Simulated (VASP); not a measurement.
# BN (P6_3mc) in VASP: notebook

Aim: see how the results for BN move with the level of theory and the settings. Levels: LDA, PBE, r2SCAN. Tasks: single point.

All numbers are computed with VASP 6.6.1; they aren't measurements. Logs are shortened: lines on timing, memory, paths and dates and some standing lists are left out, and cuts for length are marked.

## Step 1: The cell of the first run

The structure is hexagonal, space group P6_3mc (No. 186). The conventional cell has a = 2.544 Å, b = 2.544 Å, c = 4.208 Å, α = 90.00°, β = 90.00°, γ = 120.00°. B (site symmetry 3m) has 4 N at 1.56 to 1.58 Å within 2.1 Å. N (site symmetry 3m) has 4 B at 1.56 to 1.58 Å within 2.1 Å.

## Step 2: Single point, LDA

Input file INCAR:

```
SYSTEM = BN
PREC = Accurate ; ENCUT = 520
EDIFF = 1E-7 ; ISMEAR = 0
SIGMA = 0.01 ; LREAL = .False.
LASPH = .True. ; NELM = 80
ALGO = Normal ; ISIF = 2
LWAVE = .False. ; LCHARG = .False.
GGA = CA ; NBANDS = 16
```

Input file KPOINTS:

```
Automatic mesh
0
Gamma
  6 6 4
  0 0 0
```

Input file POSCAR:

```
BN
1.0
    2.5439499968      0.0000000000      0.0000000000
   -1.2719749984      2.2031253232      0.0000000000
    0.0000000000      0.0000000000      4.2078153299
B N
2 2
Direct
    0.3333333333      0.6666666667      0.0002034648
    0.6666666667      0.3333333333      0.5002034648
    0.3333333333      0.6666666667      0.3747965352
    0.6666666667      0.3333333333      0.8747965352
```

Potentials or basis: VASP PAW LDA potentials, release 64 (B, N).

Started as:

```sh
cat potpaw_LDA.64/B/POTCAR potpaw_LDA.64/N/POTCAR > POTCAR
mpirun -np 1 vasp_std > vasp.out
```

OUTCAR:

```text
SYSTEM = BN
   PREC = Accurate
   ENCUT = 520
   EDIFF = 1E-7
   ISMEAR = 0
   LREAL = .False.
   LASPH = .True.
   NELM = 80
   ISIF = 2
   GGA = CA

 ion  position               nearest neighbor table
   1  0.333  0.667  0.000-   4 1.56   4 1.56   4 1.56   3 1.58
   2  0.667  0.333  0.500-   3 1.56   3 1.56   3 1.56   4 1.58
   3  0.333  0.667  0.375-   2 1.56   2 1.56   2 1.56   1 1.58
   4  0.667  0.333  0.875-   1 1.56   1 1.56   1 1.56   2 1.58

  LATTYP: Found a hexagonal cell.
 ALAT       =     2.5439499968
 C/A-ratio  =     1.6540479708

  Lattice vectors:

 A1 = (   2.5439499968,   0.0000000000,   0.0000000000)
 A2 = (  -1.2719749984,   2.2031253232,   0.0000000000)
 A3 = (   0.0000000000,   0.0000000000,   4.2078153299)

Analysis of symmetry for initial positions (statically):
=====================================================================
 Subroutine PRICEL returns:
 Original cell was already a primitive cell.

 Routine SETGRP: Setting up the symmetry group for a
 hexagonal supercell.

 Subroutine GETGRP returns: Found 12 space group operations
 (whereof  6 operations were pure point group operations)
 out of a pool of 24 trial point group operations.

The static configuration has the point symmetry C_3v.
 The point group associated with its full space group is C_6v.

Analysis of symmetry for dynamics (positions and initial velocities):
=====================================================================
 Subroutine PRICEL returns:
 Original cell was already a primitive cell.

 Routine SETGRP: Setting up the symmetry group for a
 hexagonal supercell.

 Subroutine GETGRP returns: Found 12 space group operations
 (whereof  6 operations were pure point group operations)
 out of a pool of 24 trial point group operations.

The dynamic configuration has the point symmetry C_3v.
 The point group associated with its full space group is C_6v.

 Subroutine INISYM returns: Found 12 space group operations
 (whereof  6 operations are pure point group operations),
 and found     1 'primitive' translations

----------------------------------------------------------------------------------------

                                     Primitive cell

  volume of cell :      23.5833

  direct lattice vectors                    reciprocal lattice vectors
     2.543949997  0.000000000  0.000000000     0.393089487  0.226950321  0.000000000
    -1.271974998  2.203125323  0.000000000     0.000000000  0.453900643  0.000000000
     0.000000000  0.000000000  4.207815330     0.000000000  0.000000000  0.237653015

  length of vectors
     2.543949997  2.543949997  4.207815330     0.453900643  0.453900643  0.237653015

  position of ions in fractional coordinates (direct lattice)
     0.333333333  0.666666667  0.000203465
     0.666666667  0.333333333  0.500203465
     0.333333333  0.666666667  0.374796535
     0.666666667  0.333333333  0.874796535

  ion indices of the primitive-cell ions
   primitive index   ion index
                 1           1
                 2           2
                 3           3
                 4           4

----------------------------------------------------------------------------------------

 KPOINTS: Automatic mesh

Automatic generation of k-mesh.
 Grid dimensions read from file:
 generate k-points for:    6    6    4

 Generating k-lattice:

  Cartesian coordinates                     Fractional coordinates (reciprocal lattice)
     0.065514915  0.037825054  0.000000000     0.166666667 -0.000000000  0.000000000
     0.000000000  0.075650107  0.000000000     0.000000000  0.166666667  0.000000000
     0.000000000  0.000000000  0.059413254     0.000000000  0.000000000  0.250000000

  Length of vectors
     0.075650107  0.075650107  0.059413254

  Shift w.r.t. Gamma in fractional coordinates (k-lattice)
     0.000000000  0.000000000  0.000000000

 Subroutine IBZKPT returns following result:
 ===========================================

 Found     21 irreducible k-points:

 Following reciprocal coordinates:
            Coordinates               Weight
  0.000000  0.000000  0.000000      1.000000
  0.166667  0.000000  0.000000      6.000000
  0.333333 -0.000000  0.000000      6.000000
  0.500000  0.000000  0.000000      3.000000
  0.166667  0.166667  0.000000      6.000000
  0.333333  0.166667  0.000000     12.000000
[... 13 lines left out ...]
  0.333333  0.166667  0.500000     12.000000
  0.333333  0.333333  0.500000      2.000000
   k-points           NKPTS =     21   k-points in BZ     NKDIM =     21   number of bands    NBANDS=     16
   number of dos      NEDOS =    301   number of ions     NIONS =      4
   total plane-waves  NPLWV =  12800
   dimension x,y,z NGX =    20 NGY =   20 NGZ =   32
   dimension x,y,z NGXF=    40 NGYF=   40 NGZF=   64
   ions per type =               2   2
   NGX,Y,Z   is equivalent  to a cutoff of  13.07, 13.07, 12.64 a.u.
   NGXF,Y,Z  is equivalent  to a cutoff of  26.14, 26.14, 25.29 a.u.
 SYSTEM =  BN
   PREC   = accura    normal or accurate (medium, high low for compatibility)
   ISTART =      0    job   : 0-new  1-cont  2-samecut
   ICHARG =      2    charge: 1-file 2-atom 10-const
   ISPIN  =      1    spin polarized calculation?
   LNONCOLLINEAR =      F non collinear calculations
   LSORBIT =      F    spin-orbit coupling
   LASPH  =      T    aspherical Exc in radial PAW
   ENCUT  =  520.0 eV  38.22 Ry    6.18 a.u.   4.73  4.73  7.82*2*pi/ulx,y,z
   NELM   =     80;   NELMIN=  2; NELMDL= -5     # of ELM steps
   EDIFF  = 0.1E-06   stopping-criterion for ELM
   LREAL  =      F    real-space projection
   EDIFFG = 0.1E-05   stopping-criterion for IOM
   NSW    =      0    number of steps for IOM
   IBRION =     -1    ionic relax: 0-MD 1-quasi-New 2-CG
   NFREE  =      0    steps in history (QN), initial steepest desc. (CG)
   ISIF   =      2    stress and relaxation
   ISYM   =      2    0-nonsym 1-usesym 2-fastsym
   POTIM  = 0.5000    time-step for ionic-motion
   TEBEG  =    0.0;   TEEND  =   0.0 temperature during run
   PSTRESS=    0.0 pullay stress
   NELECT =      16.0000    total number of electrons
   NUPDOWN=      -1.0000    fix difference up-down
   EMIN   =  10.00;   EMAX   =-10.00  energy-range for DOS
   EFERMI =   0.00;   METHOD = LEGACY
   ISMEAR =     0;   SIGMA  =   0.01  broadening in eV -4-tet -1-fermi 0-gaus
   EFERMI_NEDOS =   21; number of points for ismear=-14 and -15
   IALGO  =     38    algorithm
   IMIX   =      4    mixing-type and parameters
     AMIX     =   0.40;   BMIX     =  1.00
     AMIX_MAG =   1.60;   BMIX_MAG =  1.00
  volume/ion in A,a.u.               =       5.90        39.79
  Fermi-wavevector in a.u.,A,eV,Ry     =   1.438512  2.718393 28.154745  2.069315
  Thomas-Fermi vector in A             =   2.557470
   LORBIT       =      0    0 simple, 1 ext, 2 COOP (PROOUT), +10 PAW based schemes
   GGA     = CA    functional components
   LHFCALC =     F    Hartree Fock is set to
   AEXX    =    0.0000 exact exchange contribution
   IVDW    =     0    specifies the selected vdW correction
   LEPSILON=     F    determine dielectric tensor
   LRPA    =     F    only Hartree local field effects (RPA)
 non-spin polarized calculation
 Gauss-broadening in eV      SIGMA  =   0.01
  energy-cutoff  :      520.00
  volume of cell :       23.58
 maximum number of plane-waves:       652
 NGX is ok and might be reduce to    20
   NGX =  9   NGY =  9   NGZ = 15

 number of electron      16.0000002 magnetization

 Free energy of the ion-electron system (eV)
  ---------------------------------------------------
  ext. energy  EPLUGINS =         0.00000000
  ---------------------------------------------------
  free energy    TOTEN  =       -38.73873808 eV

  energy without entropy =      -38.73873808  energy(sigma->0) =      -38.73873808

 E-fermi :   7.6757     XC(G=0): -13.1049

 val. band max:        7.5708122032   @ k =   0.0000   0.0000   0.0000
 cond. band min:      12.5265271454   @ k =   0.3333   0.3333   0.0000
 fundamental gap:      4.9557149422
 Fermi energy:         7.6757135528

 k-point     1 :       0.0000    0.0000    0.0000
  band No.  band energies     occupation
      1     -12.6965      2.00000
      2      -8.4691      2.00000
      3      -3.3937      2.00000
      4       5.4345      2.00000
      5       5.4345      2.00000
      6       7.2973      2.00000
[... 8 lines left out ...]
     15      19.3498      0.00000
     16      23.5723      0.00000

 k-point     2 :       0.1667    0.0000    0.0000
  band No.  band energies     occupation
      1     -12.0932      2.00000
      2      -8.0155      2.00000
      3      -2.7994      2.00000
      4       3.0903      2.00000
      5       4.4793      2.00000
      6       5.6056      2.00000
[... 8 lines left out ...]
     15      20.9278      0.00000
     16      22.6908      0.00000

 k-point     3 :       0.3333   -0.0000    0.0000
  band No.  band energies     occupation
      1     -10.3798      2.00000
      2      -7.0417      2.00000
      3      -1.1738      2.00000
      4      -0.6164      2.00000
      5       2.0836      2.00000
      6       3.1025      2.00000
[... 8 lines left out ...]
     15      23.2860      0.00000
     16      23.8149      0.00000

 k-point     4 :       0.5000    0.0000    0.0000
  band No.  band energies     occupation
      1      -8.5283      2.00000
      2      -7.2689      2.00000
      3      -1.9093      2.00000
      4      -0.2157      2.00000
      5       0.6600      2.00000
      6       2.5539      2.00000
[... 8 lines left out ...]
     15      23.8254      0.00000
     16      25.1995      0.00000
[... 267 lines left out ...]
 k-point    19 :       0.1667    0.1667    0.5000
  band No.  band energies     occupation
      1      -9.5804      2.00000
      2      -9.5804      2.00000
      3       1.0003      2.00000
      4       1.0003      2.00000
      5       3.2244      2.00000
      6       3.2244      2.00000
[... 8 lines left out ...]
     15      22.3351      0.00000
     16      22.3351      0.00000

 k-point    20 :       0.3333    0.1667    0.5000
  band No.  band energies     occupation
      1      -7.9121      2.00000
      2      -7.9121      2.00000
      3      -1.5023      2.00000
      4      -1.5023      2.00000
      5       1.9729      2.00000
      6       1.9729      2.00000
[... 8 lines left out ...]
     15      23.6923      0.00000
     16      23.6923      0.00000

 k-point    21 :       0.3333    0.3333    0.5000
  band No.  band energies     occupation
      1      -7.1457      2.00000
      2      -7.1457      2.00000
      3      -1.2332      2.00000
      4      -1.2332      2.00000
      5      -0.2555      2.00000
      6      -0.2555      2.00000
[... 8 lines left out ...]
     15      24.1578      0.00000
     16      24.1578      0.00000

------------------------ aborting loop because EDIFF is reached ----------------------------------------

  FORCE on cell =-STRESS in cart. coord.  units (eV):
  Direction    XX          YY          ZZ          XY          YZ          ZX
  --------------------------------------------------------------------------------------
  -------------------------------------------------------------------------------------
  Total       -1.2401261     -1.2401261     -1.2282301      0.0000000      0.0000000      0.0000000
  in kB      -84.2504002    -84.2504002    -83.4422246      0.0000000      0.0000000      0.0000000
  external PRESSURE =     -83.9810083 kB  Pullay stress =       0.0000000 kB

 VOLUME and BASIS-vectors are now :
 -----------------------------------------------------------------------------
  energy-cutoff  :      520.00
  volume of cell :       23.58
      direct lattice vectors                 reciprocal lattice vectors
     2.543949997  0.000000000  0.000000000     0.393089487  0.226950321  0.000000000
    -1.271974998  2.203125323  0.000000000     0.000000000  0.453900643  0.000000000
     0.000000000  0.000000000  4.207815330     0.000000000  0.000000000  0.237653015

 POSITION                                       TOTAL-FORCE (eV/Angst)
 -----------------------------------------------------------------------------------
     -0.00000      1.46875      0.00086         0.000000     -0.000000     -0.002956
      1.27197      0.73438      2.10476        -0.000000      0.000000     -0.002956
     -0.00000      1.46875      1.57707        -0.000000      0.000000      0.002956
      1.27197      0.73438      3.68098         0.000000      0.000000      0.002956
 -----------------------------------------------------------------------------------
    total drift:                                0.000000      0.000000     -0.000122

  FREE ENERGIE OF THE ION-ELECTRON SYSTEM (eV)
  ---------------------------------------------------
  free  energy   TOTEN  =       -38.7387380847 eV

  energy  without entropy=      -38.7387380847  energy(sigma->0) =      -38.73873808
```

Run time: 6.2 s. Hardware: 1 thread of Intel Xeon Platinum 8259CL at 2.50GHz (Skylake/Cascade Lake), shared host; peak memory 0.12 GiB.

What came out:

* Free energy: -38.7387 eV
* Pressure: -8.4 GPa
* Band gap on the k mesh: 4.96 eV, indirect (least direct gap 8.20 eV)

Forces on the atoms (eV/Å):
```
B    0.000  0.000 -0.003
B    0.000  0.000 -0.003
N    0.000  0.000  0.003
N    0.000  0.000  0.003
```

Caveat: the k points lie up to 0.48 Å⁻¹ apart.

## Step 3: Single point, PBE

Input file INCAR:

```
SYSTEM = BN
ALGO = Normal ; EDIFF = 1E-7
ENCUT = 520 ; GGA = PE
ISIF = 2 ; ISMEAR = 0
LASPH = .True. ; LCHARG = .False.
LREAL = .False. ; LWAVE = .False.
NBANDS = 16 ; NELM = 60
PREC = Accurate ; SIGMA = 0.01
```

Input file KPOINTS:

```
k-points
0
Gamma
  9 9 4
  0 0 0
```

POSCAR is that of step 2.

Potentials or basis: VASP PAW PBE potentials, release 64 (B, N).

Started as:

```sh
cat potpaw_PBE.64/B/POTCAR potpaw_PBE.64/N/POTCAR > POTCAR
mpirun -np 1 vasp_std > vasp.out
```

Wall time 11 s (1 thread of Intel Xeon Platinum 8259CL at 2.50GHz (Skylake/Cascade Lake), shared host); peak memory 0.13 GiB.

The run converged. Its results:

```
Free energy            : -34.8276 eV
Pressure               : 4.9 GPa
Largest force          : 0.008 eV/Å
Band gap on the k mesh : 5.19 eV, indirect (least direct gap 8.29 eV)
```

Forces on the atoms (eV/Å):
```
B    0.000  0.000  0.008
B    0.000  0.000  0.008
N    0.000  0.000 -0.008
N    0.000  0.000 -0.008
```

Stress tensor (GPa, compression positive):
```
4.99 0.00 0.00
0.00 4.99 0.00
0.00 0.00 4.82
```

Levels at points of the mesh, in eV from the valence-band top:
```
           k point  band 5  band 6  band 7  band 8  band 9  band 10  band 11  band 12
(0.00, 0.00, 0.00)   -2.13   -0.27    0.00    0.00    8.38     8.38     8.62     9.56
(0.00, 0.00, 0.50)   -1.18   -1.18   -1.18   -1.18    9.52     9.52     9.94     9.94
```

(Continued in part 2 of 2.)
